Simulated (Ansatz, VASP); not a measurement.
Two plane-wave programs on CuAs

The input INCAR:

```
SYSTEM = CuAs
  PREC = Accurate
  ENCUT = 520
  EDIFF = 1E-6
  ISMEAR = 0
  SIGMA = 0.15
  LREAL = .False.
  LASPH = .True.
  NELM = 100
  ALGO = Normal
  ISIF = 2
  LWAVE = .False.
  LCHARG = .False.
  GGA = CA
  NBANDS = 24
```

The input KPOINTS:

```
regular mesh
0
Gamma
  15 15 10
  0 0 0
```

POSCAR

```
CuAs
1.0
    3.6024884060      0.0000000000      0.0000000000
   -1.8012442030      3.1198464764      0.0000000000
    0.0000000000      0.0000000000      4.9199184161
Cu As
2 2
Direct
    0.0000000000      0.0000000000      0.5000000000
    0.0000000000      0.0000000000      0.0000000000
    0.6666666667      0.3333333333      0.7500000000
    0.3333333333      0.6666666667      0.2500000000
```

Input for Ansatz:

```yaml
crystal:
  lattice:
    - [3.602488406, 0.0, 0.0]
    - [-1.801244203, 3.1198464764, 0.0]
    - [0.0, 0.0, 4.9199184161]
  atoms:
    - { symbol: Cu, position: [0.0, 0.0, 0.5] }
    - { symbol: Cu, position: [0.0, 0.0, 0.0] }
    - { symbol: As, position: [0.6666666667, 0.3333333333, 0.75] }
    - { symbol: As, position: [0.3333333333, 0.6666666667, 0.25] }
basis:
  ecutwfc: 520.0
kpoints:
  mp_grid: { grid: [15, 15, 10] }
hamiltonian:
  xc: lda
scf:
  occupations: { method: gaussian, width: 0.15 }
output:
  forces: true
  stress: true
  eigenvalues: true
```

Alike in both runs: task single point; functional LDA; k mesh 15 × 15 × 10; occupations gaussian, width 0.15 eV; no spin polarisation.

|  | VASP | Ansatz |
| --- | --- | --- |
| version | VASP 6.6.1 | Ansatz 0.2.0 |
| potentials or method | VASP PAW LDA potentials, release 64 (Cu, As), cutoff 520 eV | scalar-relativistic, plane waves, PAW |
| valence electrons in the cell | 32 | 68 |

|  | VASP | Ansatz | Ansatz less VASP |
| --- | --- | --- | --- |
| gap on the k mesh at the Fermi level (eV) | none | none | - |
| pressure (GPa) | 13.8 | 13.2 | -0.67 |
| traceless stress, the component that is largest in VASP (GPa) | -5.26 | -5.31 | -0.051 |

LDA's correlation is that of Perdew and Zunger in VASP and of Perdew and Wang (1992) in Ansatz. A gap of «none» marks a metal or a gap that the smearing closes. VASP's potentials hold 32 valence electrons a cell and Ansatz's 68, so a difference there can come from the potentials and not from the codes.
